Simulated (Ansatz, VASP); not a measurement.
## Ca in VASP and in Ansatz

```
CELL_PARAMETERS angstrom
2.55089 0.00000 0.00000
0.00000 2.55089 0.00000
0.00000 0.00000 2.55089
ATOMIC_POSITIONS crystal
Ca 0.00000 0.00000 0.00000
```

Change from the starting cell: volume scaled by 0.4, crystal datasets.

Alike in both runs: task single point; functional PBEsol; k mesh 11 × 11 × 11; occupations fermi-dirac, width 0.08 eV; no spin polarisation.

```csv
,VASP,Ansatz
version,VASP 6.6.1,Ansatz 0.2.0
potentials or method,"VASP PAW PBE potentials, release 64 (Ca_sv), cutoff 520 eV","all-electron PAW with datasets made for the crystal, scalar-relativistic"
```

Ansatz gave:

```
pressure (GPa) : 46.7
```

**Question.** Which values does VASP return?

**Answer.** Pressure (GPa): 47.7.

VASP's potentials were made for PBE, not for PBEsol. Both programs put the cell under a high pressure, so it lies far from rest at this level. Ansatz ran all-electron here, and VASP with PAW potentials.
